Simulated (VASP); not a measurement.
# SnO2 (Cm) in VASP: notebook, part 2 of 2

VASP 6.6.1.

### 3 Single point, PBE+D3(BJ) (atoms displaced along several vibrational modes)

INCAR

```
SYSTEM = SnO2
ALGO = Normal
EDIFF = 1E-7
ENCUT = 520
GGA = PE
ISIF = 2
ISMEAR = 0
IVDW = 12
LASPH = .TRUE.
LCHARG = .FALSE.
LREAL = .FALSE.
LWAVE = .FALSE.
NBANDS = 64
NELM = 100
PREC = Accurate
SIGMA = 0.05
```

KPOINTS

```
k-points
0
G
  6 6 6
  0 0 0
```

POSCAR

```
SnO2
1.0
    3.2373377715      1.8690778339      4.2908446674
   -3.2373377715      1.8690778339      4.2908446674
    0.0000000000     -3.7381556677      4.2908446674
Sn O
4 8
Direct
    0.8623707496      0.8659830120      0.8659830119
    0.3623965349      0.3659877633      0.8659885266
    0.3623965349      0.8659885267      0.3659877631
    0.8623816040      0.3659910081      0.3659910079
    0.1300853895      0.6167018884      0.6167018890
    0.6300850558      0.1167453714      0.6167141426
    0.6300850558      0.6167141420      0.1167453720
    0.6172872970      0.6039623711      0.6039623718
    0.1300885087      0.1167360743      0.1167360750
    0.1173072235      0.1039262310      0.6039415972
    0.1173072235      0.6039415966      0.1039262317
    0.6173061874      0.1039423306      0.1039423313
```

Potentials or basis: VASP PAW PBE potentials, release 64 (Sn_d, O).

The run is started by

```bash
$ cat potpaw_PBE.64/Sn_d/POTCAR potpaw_PBE.64/O/POTCAR > POTCAR
$ mpirun -np 1 vasp_std > vasp.out
```

OUTCAR:

```text
SYSTEM = SnO2
   EDIFF = 1E-7
   ENCUT = 520
   GGA = PE
   ISIF = 2
   ISMEAR = 0
   IVDW = 12
   LASPH = .TRUE.
   LREAL = .FALSE.
   NELM = 100
   PREC = Accurate
 IVDW          = 12

 ion  position               nearest neighbor table
   1  0.862  0.866  0.866-  12 2.06   6 2.09   7 2.09  10 2.14  11 2.14   5 2.17   3 3.24   2 3.24
                             4 3.24   4 3.24   2 3.24   3 3.24
   2  0.362  0.366  0.866-  11 2.06   9 2.09   5 2.09   8 2.14  12 2.14   6 2.17   1 3.24   4 3.24
                             3 3.24   3 3.24   4 3.24   1 3.24
[... 1850 lines left out ...]
  energy-cutoff  :      520.00
  volume of cell :      155.78
      direct lattice vectors                 reciprocal lattice vectors
     3.237337772  1.869077834  4.290844667     0.154447894  0.089170533  0.077684782
    -3.237337772  1.869077834  4.290844667    -0.154447894  0.089170533  0.077684782
     0.000000000 -3.738155668  4.290844667     0.000000000 -0.178341066  0.077684782

 POSITION                                       TOTAL-FORCE (eV/Angst)
 -----------------------------------------------------------------------------------
     -0.01169     -0.00675     11.13190         0.806714      0.465757     -0.007710
     -0.01163     -1.87579      6.84121         0.802682      0.464591     -0.008697
     -1.63030      0.92783      6.84121         0.803688      0.462848     -0.008697
      1.60698      0.92779      6.84117         0.805407      0.465002     -0.005777
     -1.57534     -0.90952      5.85052        -0.352362     -0.203436     -0.099381
      1.66185     -0.90949      5.85076        -0.351733     -0.204231     -0.101568
      0.04329      1.89395      5.85076        -0.352736     -0.202494     -0.101568
      0.04314      0.02491      7.83170        -0.451027     -0.260400      0.108370
      0.04323      0.02496      1.55998        -0.351625     -0.203011     -0.101752
      0.04332     -1.84413      3.54070        -0.453411     -0.262041      0.109082
     -1.57540      0.95958      3.54070        -0.453640     -0.261645      0.109082
      1.66193      0.95952      3.54077        -0.451957     -0.260938      0.108616
 -----------------------------------------------------------------------------------
    total drift:                                0.004212      0.002452     -0.001220

  FREE ENERGIE OF THE ION-ELECTRON SYSTEM (eV)
  ---------------------------------------------------
  free  energy   TOTEN  =       -74.9564210895 eV

  energy  without entropy=      -74.9564210895  energy(sigma->0) =      -74.95642109
```

OSZICAR:

```text
N       E                     dE             d eps       ncg     rms          rms(c)
DAV:   1     0.159840253258E+04    0.15984E+04   -0.48773E+04 10224   0.253E+03
DAV:   2     0.261352896258E+03   -0.13370E+04   -0.12679E+04  9184   0.799E+02
DAV:   3    -0.561260308279E+02   -0.31748E+03   -0.30929E+03  9496   0.278E+02
DAV:   4    -0.835594779234E+02   -0.27433E+02   -0.27101E+02 10672   0.903E+01
DAV:   5    -0.843870585580E+02   -0.82758E+00   -0.82473E+00 10216   0.165E+01    0.214E+01
DAV:   6    -0.723157138544E+02    0.12071E+02   -0.42286E+01 13704   0.702E+01    0.794E+00
DAV:   7    -0.726159494465E+02   -0.30024E+00   -0.50937E+00  9824   0.926E+00    0.453E+00
DAV:   8    -0.725758244127E+02    0.40125E-01   -0.67962E-01 12608   0.568E+00    0.123E+00
DAV:   9    -0.725407734085E+02    0.35051E-01   -0.20181E-01 13128   0.433E+00    0.210E-01
DAV:  10    -0.725433066890E+02   -0.25333E-02   -0.19601E-02 11304   0.110E+00    0.111E-01
DAV:  11    -0.725436630633E+02   -0.35637E-03   -0.17428E-03 12648   0.348E-01    0.386E-02
DAV:  12    -0.725437124666E+02   -0.49403E-04   -0.18809E-04 11280   0.727E-02    0.347E-02
DAV:  13    -0.725437019883E+02    0.10478E-04   -0.99567E-05 12392   0.889E-02    0.496E-03
DAV:  14    -0.725437018703E+02    0.11796E-06   -0.68464E-06  9680   0.128E-02    0.621E-03
DAV:  15    -0.725437015879E+02    0.28245E-06   -0.97188E-07 10816   0.683E-03    0.294E-03
DAV:  16    -0.725437016862E+02   -0.98302E-07   -0.23600E-07  6808   0.284E-03
   1 F= -.74956421E+02 E0= -.74956421E+02  d E =-.123419E-10
```

stdout:

```text
POSCAR found type information on POSCAR SnO
 POSCAR found :  2 types and      12 ions
 scaLAPACK will be used
 LDA part: xc-table for (Slater+PW92), standard interpolation
 POSCAR, INCAR and KPOINTS ok, starting setup
 FFT: planning ... GRIDC
 FFT: planning ... GRID_SOFT
 FFT: planning ... GRID
 WAVECAR not read
 entering main loop
```

It took 10 min on 1 thread of Intel Xeon Platinum 8488C (Sapphire Rapids), shared host; peak memory 0.57 GiB.

Results:

```yaml
Free_energy: -74.9564 eV
Pressure: 1.2 GPa
Largest_force: 0.932 eV/Å
Band_gap_on_the_k_mesh: 1.55 eV
Dispersion_energy_per_atom: -0.201 eV
```

Forces on the atoms (eV/Å):
```
Sn   0.807  0.466 -0.008
Sn   0.803  0.465 -0.009
Sn   0.804  0.463 -0.009
Sn   0.805  0.465 -0.006
O   -0.352 -0.203 -0.099
O   -0.352 -0.204 -0.102
O   -0.353 -0.202 -0.102
O   -0.451 -0.260  0.108
O   -0.352 -0.203 -0.102
O   -0.453 -0.262  0.109
O   -0.454 -0.262  0.109
O   -0.452 -0.261  0.109
```

Levels at points of the mesh, in eV from the valence-band top:
```
           k point  band 50  band 51  band 52  band 53  band 54  band 55
(0.00, 0.00, 0.00)    -0.06    -0.06     0.00     1.55     4.77     4.77
(0.50, 0.00, 0.00)    -0.40    -0.08    -0.08     4.06     4.06     5.53
(0.00, 0.50, 0.00)    -0.40    -0.08    -0.08     4.05     4.05     5.54
(0.50, 0.50, 0.00)    -0.59    -0.17    -0.17     4.46     4.46     5.54
(0.00, 0.50, 0.50)    -0.59    -0.17    -0.17     4.47     4.47     5.53
(0.50, 0.50, 0.50)    -0.96    -0.95    -0.95     3.47     5.28     5.28
```

Caveat: the cell differs from its parent crystal (atoms displaced along several vibrational modes); spin-orbit coupling is left out, which moves the levels of the heavy elements.
